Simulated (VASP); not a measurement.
# SiC (Moissanite 3C) (F-43m) in VASP: a series of runs

Runs on SiC (Moissanite 3C). Level: r2SCAN. Tasks: single point.

All numbers are computed with VASP 6.6.1; they aren't measurements. Logs are shortened: lines on timing, memory, paths and dates and some standing lists are left out, and cuts for length are marked.

**Measured values to compare with.**

From “Insight into the structural, elastic and electronic properties of a new orthorhombic 6O-SiC polytype”, 2020, pmc:7200658, for a bulk crystal of SiC: band gap 2.4 eV (indirect).

How close the calculation comes is told below.

## Step 1: The cell of the first run

It takes space group F-43m (No. 216, cubic). Conventional cell: a = 4.312 Å, b = 4.312 Å, c = 4.312 Å, α = 90.00°, β = 90.00°, γ = 90.00°. Si (site symmetry -43m) has 4 C at 1.87 Å within 2.5 Å. Within 2.5 Å of C (site symmetry -43m) lie 4 Si at 1.87 Å.

## Step 2: Single point, r2SCAN (volume changed by -3%)

POSCAR

```
SiC
1.0
    0.0000000000      2.1560476586      2.1560476586
    2.1560476586      0.0000000000      2.1560476586
    2.1560476586      2.1560476586      0.0000000000
Si C
1 1
Direct
    0.0000000000      0.0000000000      0.0000000000
    0.2500000000      0.2500000000      0.2500000000
```

INCAR.step1

```
SYSTEM = SiC
ALGO = Normal
EDIFF = 1E-5
ENCUT = 660
GGA = PE
GGA_COMPAT = .FALSE.
ISMEAR = 0
LASPH = .TRUE.
LCHARG = .FALSE.
LREAL = .FALSE.
LWAVE = .TRUE.
NBANDS = 11
NELM = 120
PREC = Accurate
SIGMA = 0.01
```

INCAR.step2

```
SYSTEM = SiC
ALGO = Normal
EDIFF = 1E-6
ENCUT = 660
GGA_COMPAT = .FALSE.
ISIF = 2
ISMEAR = 0
ISTART = 1
LASPH = .TRUE.
LCHARG = .TRUE.
LELF = .TRUE.
LMIXTAU = .TRUE.
LREAL = .FALSE.
LVHAR = .TRUE.
LWAVE = .FALSE.
METAGGA = R2SCAN
NBANDS = 11
NELM = 120
PREC = Accurate
SIGMA = 0.01
```

KPOINTS

```
k-points
0
G
  8 8 8
  0 0 0
```

Potentials or basis: VASP PAW PBE potentials, release 64 (Si, C).

Launch:

```console
cat potpaw_PBE.64/Si/POTCAR potpaw_PBE.64/C/POTCAR > POTCAR
cp INCAR.step1 INCAR
mpirun -np 1 vasp_std > vasp.out
cp INCAR.step2 INCAR
mpirun -np 1 vasp_std > vasp.out
```

OUTCAR:

```text
SYSTEM = SiC
   EDIFF = 1E-6
   ENCUT = 660
   ISIF = 2
   ISMEAR = 0
   ISTART = 1
   LASPH = .TRUE.
   LREAL = .FALSE.
   METAGGA = R2SCAN
   NELM = 120
   PREC = Accurate

 ion  position               nearest neighbor table
   1  0.000  0.000  0.000-   2 1.87   2 1.87   2 1.87   2 1.87
   2  0.250  0.250  0.250-   1 1.87   1 1.87   1 1.87   1 1.87

  LATTYP: Found a face centered cubic cell.
 ALAT       =     4.3120953172

  Lattice vectors:

 A1 = (   0.0000000000,   2.1560476586,   2.1560476586)
 A2 = (   2.1560476586,   0.0000000000,   2.1560476586)
 A3 = (   2.1560476586,   2.1560476586,   0.0000000000)

Analysis of symmetry for initial positions (statically):
=====================================================================
 Subroutine PRICEL returns:
 Original cell was already a primitive cell.

 Routine SETGRP: Setting up the symmetry group for a
 face centered cubic supercell.

 Subroutine GETGRP returns: Found 24 space group operations
 (whereof 24 operations were pure point group operations)
 out of a pool of 48 trial point group operations.

The static configuration has the point symmetry T_d .

Analysis of symmetry for dynamics (positions and initial velocities):
=====================================================================
 Subroutine PRICEL returns:
 Original cell was already a primitive cell.

 Routine SETGRP: Setting up the symmetry group for a
 face centered cubic supercell.

 Subroutine GETGRP returns: Found 24 space group operations
 (whereof 24 operations were pure point group operations)
 out of a pool of 48 trial point group operations.

The dynamic configuration has the point symmetry T_d .

 Subroutine INISYM returns: Found 24 space group operations
 (whereof 24 operations are pure point group operations),
 and found     1 'primitive' translations

----------------------------------------------------------------------------------------

                                     Primitive cell

  volume of cell :      20.0450

  direct lattice vectors                    reciprocal lattice vectors
     0.000000000  2.156047659  2.156047659    -0.231905820  0.231905820  0.231905820
     2.156047659  0.000000000  2.156047659     0.231905820 -0.231905820  0.231905820
     2.156047659  2.156047659  0.000000000     0.231905820  0.231905820 -0.231905820

  length of vectors
     3.049111840  3.049111840  3.049111840     0.401672663  0.401672663  0.401672663

  position of ions in fractional coordinates (direct lattice)
     0.000000000  0.000000000  0.000000000
     0.250000000  0.250000000  0.250000000

  ion indices of the primitive-cell ions
   primitive index   ion index
                 1           1
                 2           2

----------------------------------------------------------------------------------------

 KPOINTS: k-points

Automatic generation of k-mesh.
 Grid dimensions read from file:
 generate k-points for:    8    8    8

 Generating k-lattice:

  Cartesian coordinates                     Fractional coordinates (reciprocal lattice)
    -0.028988227  0.028988227  0.028988227     0.125000000  0.000000000  0.000000000
     0.028988227 -0.028988227  0.028988227     0.000000000  0.125000000  0.000000000
     0.028988227  0.028988227 -0.028988227     0.000000000  0.000000000  0.125000000

  Length of vectors
     0.050209083  0.050209083  0.050209083

  Shift w.r.t. Gamma in fractional coordinates (k-lattice)
     0.000000000  0.000000000  0.000000000

 Subroutine IBZKPT returns following result:
 ===========================================

 Found     29 irreducible k-points:

 Following reciprocal coordinates:
            Coordinates               Weight
  0.000000  0.000000  0.000000      1.000000
  0.125000  0.000000  0.000000      8.000000
  0.250000  0.000000  0.000000      8.000000
  0.375000  0.000000  0.000000      8.000000
  0.500000  0.000000  0.000000      4.000000
  0.125000  0.125000  0.000000      6.000000
[... 16 lines left out ...]
  0.500000  0.250000  0.125000     48.000000
 -0.375000  0.250000  0.125000     24.000000
 [... further k-points ...]
   k-points           NKPTS =     29   k-points in BZ     NKDIM =     29   number of bands    NBANDS=     11
   number of dos      NEDOS =    301   number of ions     NIONS =      2
   total plane-waves  NPLWV =  21952
   dimension x,y,z NGX =    28 NGY =   28 NGZ =   28
   dimension x,y,z NGXF=    56 NGYF=   56 NGZF=   56
   ions per type =               1   1
   NGX,Y,Z   is equivalent  to a cutoff of  15.27, 15.27, 15.27 a.u.
   NGXF,Y,Z  is equivalent  to a cutoff of  30.53, 30.53, 30.53 a.u.
 SYSTEM =  SiC
   PREC   = accura    normal or accurate (medium, high low for compatibility)
   ISTART =      1    job   : 0-new  1-cont  2-samecut
   ICHARG =      0    charge: 1-file 2-atom 10-const
   ISPIN  =      1    spin polarized calculation?
   LNONCOLLINEAR =      F non collinear calculations
   LSORBIT =      F    spin-orbit coupling
   LASPH  =      T    aspherical Exc in radial PAW
   ENCUT  =  660.0 eV  48.51 Ry    6.96 a.u.   6.39  6.39  6.39*2*pi/ulx,y,z
   NELM   =    120;   NELMIN=  2; NELMDL=  0     # of ELM steps
   EDIFF  = 0.1E-05   stopping-criterion for ELM
   LREAL  =      F    real-space projection
   EDIFFG = 0.1E-04   stopping-criterion for IOM
   NSW    =      0    number of steps for IOM
   IBRION =     -1    ionic relax: 0-MD 1-quasi-New 2-CG
   NFREE  =      0    steps in history (QN), initial steepest desc. (CG)
   ISIF   =      2    stress and relaxation
   ISYM   =      2    0-nonsym 1-usesym 2-fastsym
   POTIM  = 0.5000    time-step for ionic-motion
   TEBEG  =    0.0;   TEEND  =   0.0 temperature during run
   PSTRESS=    0.0 pullay stress
   NELECT =       8.0000    total number of electrons
   NUPDOWN=      -1.0000    fix difference up-down
   EMIN   =  10.00;   EMAX   =-10.00  energy-range for DOS
   EFERMI =   0.00;   METHOD = LEGACY
   ISMEAR =     0;   SIGMA  =   0.01  broadening in eV -4-tet -1-fermi 0-gaus
   EFERMI_NEDOS =   21; number of points for ismear=-14 and -15
   IALGO  =     38    algorithm
   IMIX   =      4    mixing-type and parameters
     AMIX     =   0.40;   BMIX     =  1.00
     AMIX_MAG =   1.60;   BMIX_MAG =  1.00
  volume/ion in A,a.u.               =      10.02        67.64
  Fermi-wavevector in a.u.,A,eV,Ry     =   1.205322  2.277729 19.766564  1.452801
  Thomas-Fermi vector in A             =   2.341022
   LORBIT       =      0    0 simple, 1 ext, 2 COOP (PROOUT), +10 PAW based schemes
   METAGGA = R2SCAN    functional components
   LHFCALC =     F    Hartree Fock is set to
   AEXX    =    0.0000 exact exchange contribution
   IVDW    =     0    specifies the selected vdW correction
   LEPSILON=     F    determine dielectric tensor
   LRPA    =     F    only Hartree local field effects (RPA)
 non-spin polarized calculation
 Gauss-broadening in eV      SIGMA  =   0.01
  energy-cutoff  :      660.00
  volume of cell :       20.04
 maximum number of plane-waves:       784
 NGX is ok and might be reduce to    28
   NGX = 13   NGY = 13   NGZ = 13

 number of electron       8.0000000 magnetization

 Free energy of the ion-electron system (eV)
  ---------------------------------------------------
  ext. energy  EPLUGINS =         0.00000000
  ---------------------------------------------------
  free energy    TOTEN  =       -19.31735066 eV

  energy without entropy =      -19.31735066  energy(sigma->0) =      -19.31735066

 E-fermi :   8.5074     XC(G=0): -12.0768

 val. band max:        8.3397133806   @ k =   0.0000   0.0000   0.0000
 cond. band min:      10.0447009764   @ k =   0.5000   0.5000   0.0000
 fundamental gap:      1.7049875957
 Fermi energy:         8.5074416097

 k-point     1 :       0.0000    0.0000    0.0000
  band No.  band energies     occupation
      1      -8.0939      2.00000
      2       8.3397      2.00000
      3       8.3397      2.00000
      4       8.3397      2.00000
      5      15.5755      0.00000
      6      16.4314      0.00000
      7      16.4314      0.00000
      8      16.4314      0.00000
      9      23.7476      0.00000
     10      23.7476      0.00000
     11      26.6323      0.00000

 k-point     2 :       0.1250    0.0000    0.0000
  band No.  band energies     occupation
      1      -7.7703      2.00000
      2       6.7866      2.00000
      3       8.1283      2.00000
      4       8.1283      2.00000
      5      15.7203      0.00000
      6      16.8112      0.00000
      7      16.8112      0.00000
      8      17.1375      0.00000
      9      22.5017      0.00000
     10      22.5017      0.00000
     11      25.7635      0.00000

 k-point     3 :       0.2500    0.0000    0.0000
  band No.  band energies     occupation
      1      -6.8258      2.00000
      2       3.8139      2.00000
      3       7.7006      2.00000
      4       7.7006      2.00000
      5      15.2034      0.00000
      6      17.0398      0.00000
      7      17.0398      0.00000
      8      18.8168      0.00000
      9      22.3895      0.00000
     10      22.3895      0.00000
     11      24.8317      0.00000

 k-point     4 :       0.3750    0.0000    0.0000
  band No.  band energies     occupation
      1      -5.3991      2.00000
      2       0.9157      2.00000
      3       7.3534      2.00000
      4       7.3534      2.00000
      5      14.7867      0.00000
      6      16.5218      0.00000
      7      16.5218      0.00000
      8      19.4814      0.00000
      9      24.6328      0.00000
     10      24.6328      0.00000
     11      25.3900      0.00000
[... 239 lines left out ...]
 k-point    22 :       0.3750    0.2500    0.1250
  band No.  band energies     occupation
      1      -6.0065      2.00000
      2       3.6116      2.00000
      3       5.3295      2.00000
      4       7.0001      2.00000
      5      14.3640      0.00000
      6      16.8190      0.00000
      7      17.7113      0.00000
      8      19.4502      0.00000
      9      21.7015      0.00000
     10      25.6316      0.00000
     11      29.2258      0.00000

 k-point    23 :       0.5000    0.2500    0.1250
  band No.  band energies     occupation
      1      -4.6412      2.00000
      2       1.4737      2.00000
      3       4.5553      2.00000
      4       6.3119      2.00000
      5      14.2653      0.00000
      6      16.7799      0.00000
      7      18.5187      0.00000
      8      19.8346      0.00000
      9      22.9960      0.00000
     10      26.2465      0.00000
     11      29.2564      0.00000

 k-point    24 :      -0.3750    0.2500    0.1250
  band No.  band energies     occupation
      1      -3.6727      2.00000
      2       0.1126      2.00000
      3       4.4409      2.00000
      4       5.9518      2.00000
      5      14.1966      0.00000
      6      16.4407      0.00000
      7      19.5188      0.00000
      8      20.4961      0.00000
      9      23.0219      0.00000
     10      25.9055      0.00000
     11      29.2965      0.00000

 [... further k-points ...]

------------------------ aborting loop because EDIFF is reached ----------------------------------------

  FORCE on cell =-STRESS in cart. coord.  units (eV):
  Direction    XX          YY          ZZ          XY          YZ          ZX
  --------------------------------------------------------------------------------------
  -------------------------------------------------------------------------------------
  Total        0.8706941      0.8706941      0.8706941     -0.0000000     -0.0000000      0.0000000
  in kB       69.5938870     69.5938870     69.5938870     -0.0000000     -0.0000000      0.0000000
  external PRESSURE =      69.5938870 kB  Pullay stress =       0.0000000 kB

 VOLUME and BASIS-vectors are now :
 -----------------------------------------------------------------------------
  energy-cutoff  :      660.00
  volume of cell :       20.04
      direct lattice vectors                 reciprocal lattice vectors
     0.000000000  2.156047659  2.156047659    -0.231905820  0.231905820  0.231905820
     2.156047659  0.000000000  2.156047659     0.231905820 -0.231905820  0.231905820
     2.156047659  2.156047659  0.000000000     0.231905820  0.231905820 -0.231905820

 POSITION                                       TOTAL-FORCE (eV/Angst)
 -----------------------------------------------------------------------------------
      0.00000      0.00000      0.00000        -0.000000     -0.000000     -0.000000
      1.07802      1.07802      1.07802         0.000000      0.000000      0.000000
 -----------------------------------------------------------------------------------
    total drift:                               -0.000000     -0.000000     -0.000000

  FREE ENERGIE OF THE ION-ELECTRON SYSTEM (eV)
  ---------------------------------------------------
  free  energy   TOTEN  =       -19.3173506622 eV

  energy  without entropy=      -19.3173506622  energy(sigma->0) =      -19.31735066
```

Wall time 33 s (1 thread of Intel Xeon 6975P-C, shared host); peak memory 0.16 GiB.

Results:

- Free energy: -19.3174 eV
- Pressure: 7.0 GPa
- Band gap on the k mesh: 1.71 eV, indirect (least direct gap 5.10 eV)

Caveat: the PAW data sets were made with another functional, which shifts forces and pressure a little.

(Continued in part 2 of 2.)
